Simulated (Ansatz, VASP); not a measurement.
## WS2: VASP beside Ansatz

File INCAR:

```
PREC = Accurate ; ENCUT = 520
EDIFF = 1E-7 ; ISMEAR = -1
SIGMA = 0.05 ; LREAL = F
LASPH = T ; NELM = 100
ALGO = Normal ; ISIF = 2
LWAVE = F ; LCHARG = T
GGA = PE ; LELF = T
LVHAR = T ; NBANDS = 20
```

KPOINTS

```
Automatic mesh
0
Gamma
  9 9 4
```

POSCAR

```
WS2
1.0
    2.9883872735      0.0000000000      0.0000000000
    0.0000000000      2.9883872735      0.0000000000
    0.0000000000      0.0000000000      6.1950446797
W S
1 2
Direct
    0.0000000000      0.0000000000      0.0000000000
    0.5000000000      0.5000000000      0.2843227100
    0.5000000000      0.5000000000      0.7156772900
```

The input input.yaml:

```yaml
crystal:
  lattice:
    - [2.9883872735, 0.0, 0.0]
    - [0.0, 2.9883872735, 0.0]
    - [0.0, 0.0, 6.1950446797]
  atoms:
    - { symbol: W, position: [0.0, 0.0, 0.0] }
    - { symbol: S, position: [0.5, 0.5, 0.28432271] }
    - { symbol: S, position: [0.5, 0.5, 0.71567729] }
kpoints:
  mp_grid: { grid: [9, 9, 4] }
scf:
  occupations: { method: fermi_dirac, width: 0.05 }
hamiltonian:
  xc: pbe
  pseudopotentials: { kind: all_electron, lapw: { basis_error: 0.001 } }
output:
  forces: true
  stress: true
  eigenvalues: true
```

Change from the starting cell: volume scaled by 0.94.

Alike in both runs: task single point; functional PBE; k mesh 9 × 9 × 4; occupations fermi-dirac, width 0.05 eV; no spin polarisation.

|  | VASP | Ansatz |
| --- | --- | --- |
| version | VASP 6.6.1 | Ansatz 0.2.0 |
| potentials or method | VASP PAW PBE potentials, release 64 (W_sv, S), cutoff 520 eV | all-electron LAPW, scalar-relativistic |

|  | VASP | Ansatz | Ansatz less VASP |
| --- | --- | --- | --- |
| gap on the k mesh at the Fermi level (eV) | none | none | - |
| pressure (GPa) | -13.5 | -13.4 | +0.09 |
| traceless stress, the component that is largest in VASP (GPa) | -11.29 | -11.34 | -0.043 |
| rms of the force components (eV/Å) | 2.039 | 2.035 | -0.0038 |

Atom by atom the forces differ by 0.004 eV/Å (rms over components). A gap of «none» marks a metal or a gap that the smearing closes. Ansatz ran all-electron here, and VASP with PAW potentials.

Neither program's run includes spin-orbit coupling.
